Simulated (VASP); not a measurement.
Here is a VASP 6.6.1 calculation.

The input POSCAR:

```
KCl
1.0
    4.2514799181      0.0000000000      0.0000000000
   -2.1257399590      3.6818896127      0.0000000000
    0.0000000000      0.0000000000      7.4800921931
K Cl
2 2
Direct
    0.0000000000      0.0000000000      0.0000000000
    0.0000000000      0.0000000000      0.5000000000
    0.3333333333      0.6666666667      0.2500000000
    0.6666666667      0.3333333333      0.7500000000
```

INCAR.step1

```
ALGO     = Normal         # electronic algorithm
EDIFF    = 1E-4           # SCF threshold, eV
ENCUT    = 520            # plane-wave cutoff, eV
GGA      = PE             # functional
ISMEAR   = 0              # smearing method
LASPH    = T              # aspherical terms in the spheres
LCHARG   = F              # write CHGCAR
LREAL    = F              # projectors in reciprocal space
LWAVE    = T              # write WAVECAR
NBANDS   = 24             # bands
NELM     = 60             # most SCF steps
PREC     = Accurate       # precision mode
SIGMA    = 0.01           # smearing width, eV
```

Contents of INCAR.step2:

```
ALGO     = Normal         # electronic algorithm
EDIFF    = 1E-7           # SCF threshold, eV
ENCUT    = 520            # plane-wave cutoff, eV
ISIF     = 2              # what is computed and relaxed
ISMEAR   = 0              # smearing method
ISTART   = 1            
LASPH    = T              # aspherical terms in the spheres
LCHARG   = T              # write CHGCAR
LELF     = T              # ELF
LMIXTAU  = T            
LREAL    = F              # projectors in reciprocal space
LVHAR    = T            
LWAVE    = F              # write WAVECAR
METAGGA  = R2SCAN         # meta-GGA
NBANDS   = 24             # bands
NELM     = 60             # most SCF steps
PREC     = Accurate       # precision mode
SIGMA    = 0.01           # smearing width, eV
```

File KPOINTS:

```
k-points
0
Gamma
  6 6 4
```

Potentials or basis: VASP PAW PBE potentials, release 64 (K_sv, Cl).

Launch:

```sh
$ cat potpaw_PBE.64/K_sv/POTCAR potpaw_PBE.64/Cl/POTCAR > POTCAR
$ cp INCAR.step1 INCAR
$ mpirun -np 1 vasp_std > vasp.out
$ cp INCAR.step2 INCAR
$ mpirun -np 1 vasp_std > vasp.out
```

Problem. Predict the pressure.

Solution. 1.4 GPa.

Problem. What does it give for the band gap on the k mesh?

Solution. 5.99 eV.

Stress tensor (GPa, compression positive):
```
1.35 0.00 0.00
0.00 1.35 0.00
0.00 0.00 1.50
```

Caveat: the PAW data sets were made with another functional, which shifts forces and pressure a little. A k mesh can miss the band edges.
